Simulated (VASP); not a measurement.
# Si62As (a cell with a defect) in VASP: further runs

The runs below take Si62As (a cell with a defect) through single point, with PBE+D3(BJ).

All numbers are computed with VASP 6.6.1; they aren't measurements. Logs are shortened: lines on timing, memory, paths and dates and some standing lists are left out, and cuts for length are marked.

**1. The cell of the first run**

The cell holds a defect, 63 atoms: a = 10.860 Å, b = 10.860 Å, c = 10.860 Å, α = 90.00°, β = 90.00°, γ = 90.00°.

**2. Single point, PBE+D3(BJ), collinear spin, zero start**

Input file INCAR:

```
SYSTEM = Si62As
PREC = Accurate
ENCUT = 520
EDIFF = 1E-6
ISMEAR = -1
SIGMA = 0.05
LREAL = Auto
LASPH = .True.
NELM = 150
ALGO = Normal
ISIF = 2
LWAVE = .False.
LCHARG = .False.
ISPIN = 2
MAGMOM = 0 0 0 0 0 0 0 0 0 0 0 0 0 0 0 0 0 0 0 0 0 0 0 0 0 0 0 0 0 0 0 0 0 0 0 0 0 0 0 0 0 0 0 0 0 0 0 0 0 0 0 0 0 0 0 0 0 0 0 0 0 0 0
LORBIT = 11
GGA = PE
IVDW = 12
NBANDS = 168
```

Input file KPOINTS:

```
regular mesh
0
Gamma
  1 1 1
  0 0 0
```

Input file POSCAR:

```
Si62As
1.0
   10.8600000000      0.0000000000      0.0000000000
    0.0000000000     10.8600000000      0.0000000000
    0.0000000000      0.0000000000     10.8600000000
Si As
62 1
Direct
    0.4998720074      0.0006477901     -0.0000356354
    0.6251089319      0.1268375691      0.1233986188
    0.7508914365      0.2534102210     -0.0047430939
    0.8751031308      0.3743467772      0.1242220074
    0.7499305709     -0.0004652855      0.2497874770
    0.8770070902      0.1236610497      0.3739651013
   -0.0009982505     -0.0005517495     -0.0013275322
    0.1255599448      0.1238909761      0.1234695212
    0.2500840700      0.2503410681     -0.0013623389
    0.3746143646      0.3750461326      0.1251802947
    0.5002467772      0.5008656538     -0.0004313076
    0.6243295580      0.6251219153      0.1260713628
    0.7485932781      0.7491851750     -0.0004441068
    0.8743751381      0.8748294659      0.1252139963
    0.2502346225     -0.0007386740      0.2495404236
    0.3763870166      0.1238083794      0.3742155617
    0.5011542357      0.2504523941      0.2498104052
    0.6275541436      0.3745091160      0.3759674033
    0.7502330571      0.4992226519      0.2490386740
    0.8749470534      0.6219124309      0.3759790976
    0.5011983425     -0.0005952118      0.5007996317
    0.6275086556      0.1256223757      0.6248747698
    0.7541520258      0.2489904236      0.4993650092
    0.7502372007     -0.0013024862      0.7495365562
    0.8749164825      0.1256038674      0.8722972376
   -0.0037234807      0.4985220994     -0.0045571823
    0.1227328729      0.6243898711      0.1235019337
    0.2487987109      0.7496421731     -0.0000383057
    0.3745860037      0.8749113260      0.1252465009
    0.0009965930      0.2485208103      0.2479976059
    0.1258231123      0.3725350829      0.3740121547
    0.2499866483      0.4995359116      0.2498110497
    0.3764484346      0.6243182320      0.3770197974
    0.4999182320      0.7496719153      0.2510042357
    0.6252071823      0.8730788214      0.3771429098
    0.0009760589     -0.0023463168      0.4988072744
    0.1257442910      0.1237169429      0.6228086556
    0.2517966851      0.2484267035      0.4987509208
    0.3755023941      0.3743178637      0.6246348066
    0.5043924494      0.4984941068      0.5036035912
    0.6274260589      0.6217909761      0.6343748619
    0.7509059853      0.7449075506      0.5037300184
    0.8751004604      0.8738645488      0.6246798343
    0.2499911602     -0.0004145488      0.7497977901
    0.3764553407      0.1267471455      0.8746388582
    0.5044377532      0.2533751381      0.7488313076
    0.6277158379      0.3841903315      0.8719174954
    0.8658727440      0.6219872007      0.8722941068
   -0.0009688766      0.7483306630      0.2498507366
    0.1256425414      0.8731539595      0.3742285451
    0.0004897790      0.4953629834      0.4994095764
    0.1239265193      0.6219999079      0.6248533149
    0.2500819521      0.7482619705      0.5006838858
    0.3745779926      0.8748564457      0.6253793738
    0.0004441989      0.2490452118      0.7457158379
    0.1239292818      0.3744832413      0.8723453039
    0.2507340700      0.4992041436      0.7495665746
    0.3736875691      0.6250857274      0.8755215470
    0.5001310313      0.7492818600      0.7513044199
    0.6243723757      0.8757091160      0.8754688766
   -0.0036683241      0.7451709945      0.7488578269
    0.1228005525      0.8732263352      0.8747036832
    0.8619687845      0.3874863720      0.6378683241
```

Potentials or basis: VASP PAW PBE potentials, release 64 (Si, As).

Command:

```console
> cat potpaw_PBE.64/Si/POTCAR potpaw_PBE.64/As/POTCAR > POTCAR
> mpirun -np 1 vasp_gam > vasp.out
```

OUTCAR:

```text
SYSTEM = Si62As
   PREC = Accurate
   ENCUT = 520
   EDIFF = 1E-6
   ISMEAR = -1
   LREAL = Auto
   LASPH = .True.
   NELM = 150
   ISIF = 2
   ISPIN = 2
   LORBIT = 11
   GGA = PE
   IVDW = 12
 IVDW          = 12

 ion  position               nearest neighbor table
   1  0.500  0.001  1.000-  60 2.34  45 2.35   2 2.35  29 2.36
   2  0.625  0.127  0.123-  17 2.34   1 2.35   5 2.37   3 2.39
   3  0.751  0.253  0.995-   4 2.35  25 2.35  47 2.37   2 2.39
   4  0.875  0.374  0.124-   3 2.35  26 2.35  19 2.35  30 2.35
   5  0.750  1.000  0.250-  14 2.34   6 2.35   2 2.37  35 2.37
   6  0.877  0.124  0.374-  23 2.34  30 2.35  36 2.35   5 2.35
[... 43 lines left out ...]
  50  0.126  0.873  0.374-  36 2.34  15 2.35  53 2.36  49 2.36
  51  0.000  0.495  0.499-  31 2.34  52 2.35  20 2.35  63 2.43
  52  0.124  0.622  0.625-  57 2.35  61 2.35  51 2.35  53 2.36
  53  0.250  0.748  0.501-  33 2.34  50 2.36  54 2.36  52 2.36
  54  0.375  0.875  0.625-  44 2.34  21 2.36  53 2.36  59 2.36
  55  0.000  0.249  0.746-  37 2.34  25 2.35  56 2.35  63 2.43
  56  0.124  0.374  0.872-  57 2.35  26 2.35  55 2.35   9 2.36
  57  0.251  0.499  0.750-  56 2.35  52 2.35  39 2.35  58 2.35
  58  0.374  0.625  0.876-  28 2.34  57 2.35  11 2.35  59 2.35
  59  0.500  0.749  0.751-  41 2.33  60 2.35  58 2.35  54 2.36
  60  0.624  0.876  0.875-   1 2.34  24 2.35  59 2.35  13 2.35
  61  0.996  0.745  0.749-  43 2.35  52 2.35  48 2.37  62 2.38
  62  0.123  0.873  0.875-   7 2.35  28 2.35  44 2.37  61 2.38
  63  0.862  0.387  0.638-  55 2.43  23 2.43  51 2.43

  LATTYP: Found a simple cubic cell.
 ALAT       =    10.8600000000

  Lattice vectors:

 A1 = (  10.8600000000,   0.0000000000,   0.0000000000)
 A2 = (   0.0000000000,  10.8600000000,   0.0000000000)
 A3 = (   0.0000000000,   0.0000000000,  10.8600000000)

Analysis of symmetry for initial positions (statically):
=====================================================================
 Subroutine PRICEL returns:
 Original cell was already a primitive cell.

 Routine SETGRP: Setting up the symmetry group for a
 simple cubic supercell.

 Subroutine GETGRP returns: Found  1 space group operations
 (whereof  1 operations were pure point group operations)
 out of a pool of 48 trial point group operations.

The static configuration has the point symmetry C_1 .

Analysis of symmetry for dynamics (positions and initial velocities):
=====================================================================
 Subroutine PRICEL returns:
 Original cell was already a primitive cell.

 Routine SETGRP: Setting up the symmetry group for a
 simple cubic supercell.

 Subroutine GETGRP returns: Found  1 space group operations
 (whereof  1 operations were pure point group operations)
 out of a pool of 48 trial point group operations.

The dynamic configuration has the point symmetry C_1 .

[... 257 lines left out ...]

  energy without entropy =     -331.94466671  energy(sigma->0) =     -332.01549536

 E-fermi :   6.2409     XC(G=0):  -9.3456

 val. band max:        5.8367641148   @ k =   0.0000   0.0000   0.0000
 cond. band min:       6.3056004595   @ k =   0.0000   0.0000   0.0000
 fundamental gap:      0.4688363447
 Fermi energy:         6.2408867418

 spin component 1

 k-point     1 :       0.0000    0.0000    0.0000
  band No.  band energies     occupation
      1      -6.3441      1.00000
      2      -5.7850      1.00000
      3      -5.1647      1.00000
      4      -5.1644      1.00000
      5      -5.1474      1.00000
      6      -5.1468      1.00000
[... 130 lines left out ...]
    137       6.8524      0.00000
    138       6.9426      0.00000
 Fermi energy:         6.2408867418

 spin component 2

 k-point     1 :       0.0000    0.0000    0.0000
  band No.  band energies     occupation
      1      -6.3441      1.00000
      2      -5.7850      1.00000
      3      -5.1647      1.00000
      4      -5.1644      1.00000
      5      -5.1474      1.00000
      6      -5.1468      1.00000
[... 130 lines left out ...]
    137       6.8524      0.00000
    138       6.9426      0.00000
 [bands above 138 left out]

------------------------ aborting loop because EDIFF is reached ----------------------------------------

 Edisp (eV)  -19.96080

 E6    (eV) :   -11.6820

 E8    (eV) :    -8.2788

  FORCE on cell =-STRESS in cart. coord.  units (eV):
  Direction    XX          YY          ZZ          XY          YZ          ZX
  --------------------------------------------------------------------------------------
  -------------------------------------------------------------------------------------
  Total      -3.28063    -3.35520    -3.36216    -4.57857     4.58698    -4.52987
  in kB      -4.10373    -4.19700    -4.20572    -5.72732     5.73783    -5.66639
  external pressure =       -4.17 kB  Pullay stress =        0.00 kB

 VOLUME and BASIS-vectors are now :
 -----------------------------------------------------------------------------
  energy-cutoff  :      520.00
  volume of cell :     1280.82
      direct lattice vectors                 reciprocal lattice vectors
    10.860000000  0.000000000  0.000000000     0.092081031  0.000000000  0.000000000
     0.000000000 10.860000000  0.000000000     0.000000000  0.092081031  0.000000000
     0.000000000  0.000000000 10.860000000     0.000000000  0.000000000  0.092081031

 POSITION                                       TOTAL-FORCE (eV/Angst)
 -----------------------------------------------------------------------------------
      5.42861      0.00704     10.85961         0.000668      0.007671     -0.001770
      6.78868      1.37746      1.34011         0.002310     -0.001493      0.000223
      8.15468      2.75204     10.80849        -0.002501     -0.003873      0.000470
      9.50362      4.06541      1.34905         0.002111     -0.002371     -0.003931
      8.14425     10.85495      2.71269         0.003878     -0.004686     -0.000913
      9.52430      1.34296      4.06126        -0.004791     -0.001132      0.000181
[... 55 lines left out ...]
      1.33361      9.48324      9.49928         0.000396      0.000681     -0.002358
      9.36098      4.20810      6.92725        -0.019599      0.022692      0.018228
 -----------------------------------------------------------------------------------
    total drift:                                0.004111     -0.013462     -0.007792

  FREE ENERGIE OF THE ION-ELECTRON SYSTEM (eV)
  ---------------------------------------------------
  free  energy   TOTEN  =      -352.0471256189 eV

  energy  without entropy=     -351.9054683209  energy(sigma->0) =     -351.97629697

 total charge

# of ion       s       p       d       tot
------------------------------------------
    1        0.738   0.960   0.000   1.698
    2        0.745   0.940   0.000   1.684
    3        0.742   0.941   0.000   1.683
    4        0.739   0.961   0.000   1.700
    5        0.745   0.943   0.000   1.687
    6        0.741   0.959   0.000   1.700
[... 55 lines left out ...]
   62        0.745   0.940   0.000   1.684
   63        1.275   1.475   0.038   2.788
--------------------------------------------------
tot         47.311  60.223   0.038 107.571

 magnetization (x)

# of ion       s       p       d       tot
------------------------------------------
    1       -0.000  -0.000   0.000  -0.000
    2       -0.000  -0.000   0.000  -0.000
    3       -0.000  -0.000   0.000  -0.000
    4        0.000  -0.000   0.000  -0.000
    5        0.000  -0.000   0.000  -0.000
    6       -0.000  -0.000   0.000  -0.000
[... 55 lines left out ...]
   62       -0.000  -0.000   0.000  -0.000
   63        0.000  -0.000  -0.000  -0.000
--------------------------------------------------
tot         -0.000  -0.000  -0.000  -0.000
```

Run time: 11 min. Hardware: 1 thread of Intel Xeon Platinum 8259CL at 2.50GHz (Skylake/Cascade Lake), shared host; peak memory 1.4 GiB.

Results:

- Free energy: -352.0471 eV
- Pressure: -0.4 GPa
- Largest force: 0.035 eV/Å
- Net moment: 0.00 μB per cell
- Valence electrons inside the program's atomic spheres: Si 1.70, 1.68, 1.69, 1.67, 1.64 (each value once); As 2.79
- Dispersion energy per atom: -0.317 eV

Forces on the atoms (eV/Å):
```
Si   0.001  0.008 -0.002
Si   0.002 -0.001  0.000
Si  -0.003 -0.004  0.000
Si   0.002 -0.002 -0.004
Si   0.004 -0.005 -0.001
Si  -0.005 -0.001  0.000
Si   0.001  0.000  0.002
Si   0.003  0.000  0.001
Si  -0.002  0.003  0.002
Si   0.003  0.000  0.000
Si  -0.002  0.003  0.001
Si  -0.001  0.001  0.001
Si   0.002  0.005  0.004
Si   0.001  0.001 -0.001
Si   0.000 -0.003  0.002
Si  -0.002  0.003 -0.001
Si   0.000  0.000  0.001
Si  -0.002 -0.001  0.001
Si   0.003 -0.001  0.004
Si   0.000  0.002  0.001
Si  -0.001  0.001 -0.001
Si  -0.002  0.001 -0.001
Si  -0.008 -0.021 -0.020
Si   0.000  0.004  0.001
Si   0.000  0.001  0.001
Si   0.004  0.000  0.005
Si   0.001 -0.001  0.001
Si  -0.003 -0.001  0.003
Si   0.003 -0.001 -0.003
Si   0.001  0.000  0.004
Si   0.001  0.002 -0.002
Si   0.002 -0.007 -0.003
Si  -0.003 -0.001  0.000
Si  -0.002 -0.002  0.004
Si   0.002  0.003 -0.001
Si   0.001  0.001  0.000
Si   0.002 -0.003  0.004
Si  -0.005  0.000  0.000
Si   0.002 -0.003 -0.003
Si  -0.003  0.001 -0.001
Si   0.004 -0.001 -0.001
Si  -0.002  0.003 -0.004
Si   0.003 -0.002 -0.003
Si   0.000 -0.005 -0.005
Si  -0.002  0.000 -0.002
Si  -0.002 -0.004  0.002
Si  -0.002  0.002  0.004
Si  -0.006 -0.002  0.000
Si   0.001  0.004  0.000
Si  -0.001  0.001 -0.002
Si   0.018  0.008 -0.020
Si  -0.002  0.001  0.001
Si   0.000  0.006  0.002
Si   0.002  0.001  0.000
Si   0.021 -0.021  0.011
Si  -0.003 -0.001  0.000
Si   0.000 -0.001 -0.002
Si  -0.002  0.002  0.000
Si  -0.003  0.002  0.000
Si  -0.003  0.002  0.003
Si   0.001  0.000  0.002
Si   0.000  0.001 -0.002
As  -0.020  0.023  0.018
```

Stress tensor (GPa, compression positive):
```
-0.41 -0.57 -0.57
-0.57 -0.42  0.57
-0.57  0.57 -0.42
```

Caveat: the k points lie up to 0.58 Å⁻¹ apart; no moment was typed at the start, so none could form.

(Part 1 of 2 ends here.)
